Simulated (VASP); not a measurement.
# InSe2 (P4/nmm) in VASP: further runs, part 2 of 2

VASP 6.6.1. The steps go on from the part before.

### Step 3. Single point, PBE

INCAR

```
PREC     = Accurate       # precision mode
ENCUT    = 520            # plane-wave cutoff, eV
EDIFF    = 1E-7           # SCF threshold, eV
ISMEAR   = 1              # smearing method
SIGMA    = 0.1            # smearing width, eV
LREAL    = F              # projectors in reciprocal space
LASPH    = T              # aspherical terms in the spheres
NELM     = 80             # most SCF steps
ALGO     = Normal         # electronic algorithm
ISIF     = 2              # what is computed and relaxed
LWAVE    = F              # write WAVECAR
LCHARG   = F              # write CHGCAR
GGA      = PE             # functional
NBANDS   = 34             # bands
```

KPOINTS

```
Automatic mesh
0
Gamma
  10 10 4
```

POSCAR

```
InSe2
1.0
    3.8948930000      0.0000000000      0.0000000000
    0.0000000000      3.8948930000      0.0000000000
    0.0000000000      0.0000000000      9.6262310000
In Se
2 4
Direct
    0.0000000000      0.5000000000      0.7064680000
    0.5000000000      0.0000000000      0.2935320000
    0.0000000000      0.5000000000      0.3662120000
    0.5000000000      0.0000000000      0.6337880000
    0.0000000000      0.0000000000      0.0000000000
    0.5000000000      0.5000000000      0.0000000000
```

Potentials or basis: VASP PAW PBE potentials, release 64 (In_d, Se).

On the command line:

```bash
$ cat potpaw_PBE.64/In_d/POTCAR potpaw_PBE.64/Se/POTCAR > POTCAR
$ mpirun -np 1 vasp_std > vasp.out
```

OUTCAR:

```text
PREC = Accurate
   ENCUT = 520
   EDIFF = 1E-7
   ISMEAR = 1
   LREAL = F
   LASPH = T
   NELM = 80
   ISIF = 2
   GGA = PE

 ion  position               nearest neighbor table
   1  0.000  0.500  0.706-   4 2.84   4 2.84   4 2.84   4 2.84   3 3.28
   2  0.500  0.000  0.294-   3 2.84   3 2.84   3 2.84   3 2.84   4 3.28
   3  0.000  0.500  0.366-   2 2.84   2 2.84   2 2.84   2 2.84   1 3.28
   4  0.500  0.000  0.634-   1 2.84   1 2.84   1 2.84   1 2.84   2 3.28
   5  0.000  0.000  0.000-   6 2.75   6 2.75   6 2.75   6 2.75
   6  0.500  0.500  0.000-   5 2.75   5 2.75   5 2.75   5 2.75

  LATTYP: Found a simple tetragonal cell.
 ALAT       =     3.8948930000
[... 1096 lines left out ...]
  Total       -0.3262333     -0.3262333      0.4129508      0.0000000     -0.0000000      0.0000000
  in kB       -3.5792462     -3.5792462      4.5306606      0.0000000     -0.0000000      0.0000000
  external PRESSURE =      -0.8759439 kB  Pullay stress =       0.0000000 kB

 VOLUME and BASIS-vectors are now :
 -----------------------------------------------------------------------------
  energy-cutoff  :      520.00
  volume of cell :      146.03
      direct lattice vectors                 reciprocal lattice vectors
     3.894893000  0.000000000  0.000000000     0.256746463  0.000000000  0.000000000
     0.000000000  3.894893000  0.000000000     0.000000000  0.256746463  0.000000000
     0.000000000  0.000000000  9.626231000     0.000000000  0.000000000  0.103882818

 POSITION                                       TOTAL-FORCE (eV/Angst)
 -----------------------------------------------------------------------------------
      0.00000      1.94745      6.80062         0.000000     -0.000000     -0.052989
      1.94745      0.00000      2.82561        -0.000000     -0.000000      0.052989
      0.00000      1.94745      3.52524        -0.000000     -0.000000     -0.023678
      1.94745      0.00000      6.10099         0.000000      0.000000      0.023678
      0.00000      0.00000      0.00000        -0.000000     -0.000000     -0.000000
      1.94745      1.94745      0.00000        -0.000000      0.000000     -0.000000
 -----------------------------------------------------------------------------------
    total drift:                                0.000000      0.000000      0.000000

  FREE ENERGIE OF THE ION-ELECTRON SYSTEM (eV)
  ---------------------------------------------------
  free  energy   TOTEN  =       -20.2763838971 eV

  energy  without entropy=      -20.2745411177  energy(sigma->0) =      -20.27576964
```

OSZICAR:

```text
N       E                     dE             d eps       ncg     rms          rms(c)
DAV:   1     0.450574693035E+03    0.45057E+03   -0.22138E+04  4286   0.160E+03
DAV:   2     0.402971133555E+02   -0.41028E+03   -0.39189E+03  4406   0.395E+02
DAV:   3    -0.174855457737E+02   -0.57783E+02   -0.55030E+02  5424   0.150E+02
DAV:   4    -0.207220529192E+02   -0.32365E+01   -0.31877E+01  5110   0.342E+01
DAV:   5    -0.208363676223E+02   -0.11431E+00   -0.11405E+00  5894   0.696E+00    0.723E+00
DAV:   6    -0.203035762205E+02    0.53279E+00   -0.69413E-01  5890   0.143E+01    0.427E+00
DAV:   7    -0.202822030342E+02    0.21373E-01   -0.47100E-01  6226   0.503E+00    0.115E+00
DAV:   8    -0.202762634373E+02    0.59396E-02   -0.61540E-02  6060   0.273E+00    0.581E-01
DAV:   9    -0.202764532414E+02   -0.18980E-03   -0.67662E-03  4916   0.457E-01    0.198E-01
DAV:  10    -0.202763788908E+02    0.74351E-04   -0.14624E-03  6034   0.440E-01    0.947E-02
DAV:  11    -0.202763742853E+02    0.46055E-05   -0.24841E-04  5942   0.154E-01    0.405E-02
DAV:  12    -0.202763861694E+02   -0.11884E-04   -0.62773E-05  6018   0.561E-02    0.167E-02
DAV:  13    -0.202763839728E+02    0.21966E-05   -0.55413E-06  5726   0.154E-02    0.572E-03
DAV:  14    -0.202763838971E+02    0.75634E-07   -0.59746E-07  5038   0.582E-03
   1 F= -.20276384E+02 E0= -.20275770E+02  d E =-.184278E-02
```

stdout:

```text
POSCAR found type information on POSCAR InSe
 POSCAR found :  2 types and       6 ions
 scaLAPACK will be used
 LDA part: xc-table for (Slater+PW92), standard interpolation
 POSCAR, INCAR and KPOINTS ok, starting setup
 FFT: planning ... GRIDC
 FFT: planning ... GRID_SOFT
 FFT: planning ... GRID
 WAVECAR not read
 entering main loop
```

Wall time 8.6 min (1 thread of AMD EPYC 7R13, shared host); peak memory 0.37 GiB.

What came out:

```yaml
Free_energy: -20.2764 eV
Pressure: -0.1 GPa
Largest_force: 0.053 eV/Å
Band_gap_on_the_k_mesh: zero (bands 25 and 26 overlap by 2.11 eV)
```

Forces in eV/Å, atoms in the order of the input:
```
In   0.000  0.000 -0.053
In   0.000  0.000  0.053
Se   0.000  0.000 -0.024
Se   0.000  0.000  0.024
Se   0.000  0.000  0.000
Se   0.000  0.000  0.000
```

Caveat: spin-orbit coupling is left out, which moves the levels of the heavy elements.

### Step 4. Single point, PBE

INCAR

```
SYSTEM = InSe2
PREC = Accurate
ENCUT = 520
EDIFF = 1E-6
ISMEAR = 1
SIGMA = 0.3
LREAL = .False.
LASPH = .True.
NELM = 100
ALGO = Normal
ISIF = 2
LWAVE = .False.
LCHARG = .True.
GGA = PE
LELF = .True.
LVHAR = .True.
NBANDS = 34
```

KPOINTS

```
regular mesh
0
Gamma
  10 10 4
  0 0 0
```

POSCAR is that of step 3.

On the command line:

```bash
$ cat potpaw_PBE.64/In_d/POTCAR potpaw_PBE.64/Se/POTCAR > POTCAR
$ mpirun -np 1 vasp_std > vasp.out
```

It took 7.5 min on 1 thread of AMD EPYC 7R13, shared host; peak memory 0.37 GiB.

It converged, with:

* Free energy: -20.2843 eV
* Pressure: -0.1 GPa
* Largest force: 0.057 eV/Å
* Band gap on the k mesh: zero (bands 25 and 26 overlap by 2.11 eV)

Forces on the atoms (eV/Å):
```
In   0.000  0.000 -0.057
In   0.000  0.000  0.057
Se   0.000  0.000 -0.029
Se   0.000  0.000  0.029
Se   0.000  0.000  0.000
Se   0.000  0.000  0.000
```

Stress tensor (GPa, compression positive):
```
-0.42  0.00  0.00
 0.00 -0.42  0.00
 0.00  0.00  0.49
```

Levels at points of the mesh, in eV from the Fermi level:
```tsv
k point	band 22	band 23	band 24	band 25	band 26	band 27	band 28	band 29
(0.00, 0.00, 0.00)	-1.98	-1.68	-1.68	0.22	0.60	2.85	2.85	3.35
(0.50, 0.00, 0.00)	-1.84	-1.27	-1.27	-0.94	-0.94	1.74	1.74	3.12
(0.50, 0.50, 0.00)	-3.54	-1.49	-1.49	-1.02	-1.02	2.74	2.74	3.97
(0.00, 0.00, 0.50)	-1.62	-1.62	-1.14	0.22	0.66	2.09	2.85	2.85
(0.50, 0.00, 0.50)	-1.61	-0.95	-0.95	-0.94	-0.94	1.20	1.20	3.48
(0.50, 0.50, 0.50)	-3.38	-1.73	-1.73	-1.40	-1.40	3.55	3.55	4.47
```

Caveat: so wide a smearing shifts energies and pressures; spin-orbit coupling is left out, which moves the levels of the heavy elements.

### Step 5. Single point, PBE

INCAR

```
SYSTEM = InSe2
PREC     = Accurate       ! precision mode
ENCUT    = 520            ! plane-wave cutoff, eV
EDIFF    = 1E-6           ! SCF threshold, eV
ISMEAR   = 1              ! smearing method
SIGMA    = 0.01           ! smearing width, eV
LREAL    = .FALSE.        ! projectors in reciprocal space
LASPH    = .TRUE.         ! aspherical terms in the spheres
NELM     = 60             ! most SCF steps
ALGO     = Normal         ! electronic algorithm
ISIF     = 2              ! what is computed and relaxed
LWAVE    = .FALSE.        ! write WAVECAR
LCHARG   = .FALSE.        ! write CHGCAR
GGA      = PE             ! functional
NBANDS   = 34             ! bands
```

KPOINTS

```
Automatic mesh
0
G
  10 10 4
  0 0 0
```

POSCAR is that of step 4.

On the command line:

```bash
$ cat potpaw_PBE.64/In_d/POTCAR potpaw_PBE.64/Se/POTCAR > POTCAR
$ mpirun -np 1 vasp_std > vasp.out
```

It took 8.3 min on 1 thread of AMD EPYC 7R13, shared host; peak memory 0.37 GiB.

Results (log left out):

```yaml
Free_energy: -20.2764 eV
Pressure: -0.1 GPa
Largest_force: 0.046 eV/Å
Band_gap_on_the_k_mesh: zero (bands 25 and 26 overlap by 2.11 eV)
```

Forces in eV/Å, atoms in the order of the input:
```
In   0.000  0.000 -0.046
In   0.000  0.000  0.046
Se   0.000  0.000 -0.026
Se   0.000  0.000  0.026
Se   0.000  0.000  0.000
Se   0.000  0.000  0.000
```

Stress tensor (GPa, compression positive):
```
-0.37  0.00  0.00
 0.00 -0.37  0.00
 0.00  0.00  0.43
```

Levels at points of the mesh, in eV from the Fermi level:
```
           k point  band 22  band 23  band 24  band 25  band 26  band 27  band 28  band 29
(0.00, 0.00, 0.00)    -2.04    -1.74    -1.74     0.18     0.55     2.80     2.80     3.30
(0.50, 0.00, 0.00)    -1.88    -1.31    -1.31    -0.99    -0.99     1.69     1.69     3.07
(0.50, 0.50, 0.00)    -3.59    -1.54    -1.54    -1.08    -1.08     2.69     2.69     3.92
(0.00, 0.00, 0.50)    -1.67    -1.67    -1.20     0.18     0.60     2.04     2.80     2.80
(0.50, 0.00, 0.50)    -1.65    -1.00    -1.00    -0.99    -0.99     1.14     1.14     3.42
(0.50, 0.50, 0.50)    -3.43    -1.78    -1.78    -1.45    -1.45     3.50     3.50     4.43
```

Caveat: spin-orbit coupling is left out, which moves the levels of the heavy elements.

### Step 6. The runs side by side

| smearing | gap on the mesh (eV) | pressure (GPa) | largest force (eV/Å) |
| --- | --- | --- | --- |
| methfessel-paxton 0.05 eV | none | -0.1 | 0.05 |
| methfessel-paxton 0.1 eV | none | -0.1 | 0.05 |
| methfessel-paxton 0.3 eV | none | -0.1 | 0.06 |
| methfessel-paxton 0.01 eV | none | -0.1 | 0.05 |

Alike in all rows: task single point; level PBE; potentials or basis VASP PAW PBE potentials, release 64 (In_d, Se); no spin polarisation; cell as given; k mesh 10 × 10 × 4; cutoff (eV) 520.

Caveats: spin-orbit coupling is left out, which moves the levels of the heavy elements; so wide a smearing shifts energies and pressures (at least some runs).

Total energies depend on the potentials used, so only differences within one code and one set of settings carry meaning.
